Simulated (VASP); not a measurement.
Runs of VASP 6.6.1 on Ta2SiO3. The structure is that of space group P6/mmm (No. 191), or close to it. The cells are those of the table. The cell was generated, and may not be a known phase.

| spin | cell | k mesh | gap on the mesh (eV) | pressure (GPa) |
| --- | --- | --- | --- | --- |
| off | a = 5.264, b = 5.264, c = 3.616 Å, angles 90.0, 90.0, 120.0°, 6 atoms | 6 × 6 × 6 | none | 174.5 |
| off | a = 6.584, b = 6.584, c = 2.879 Å, angles 90.0, 90.0, 120.0°, 6 atoms | 6 × 6 × 14 | none | 0.0 |
| collinear | a = 6.590, b = 6.590, c = 2.815 Å, angles 90.0, 90.0, 120.0°, 6 atoms | 3 × 3 × 6 | none | 0.7 |
| off | a = 6.590, b = 6.590, c = 2.815 Å, angles 90.0, 90.0, 120.0°, 6 atoms | 6 × 6 × 6 | none | (a) |

Alike in all rows: task single point; level PBE; potentials or basis VASP PAW PBE potentials, release 64 (Ta_sv_GW, Si, O); cutoff (eV) 700; smearing gaussian 0.1 eV.

Problem. Estimate the missing entries.

Solution. (a) 0.1.

Caveats: some runs use coarse meshes; spin-orbit coupling is left out, which moves the levels of the heavy elements; the stress differs along the axes, from -5 to 264 GPa (at least some runs); a moment this small can come from the mesh or the smearing (at least some runs).

A k mesh can miss the band edges, and the runs leave out spin-orbit coupling on Ta.

A gap of «none» marks levels without a gap at the run's occupations.
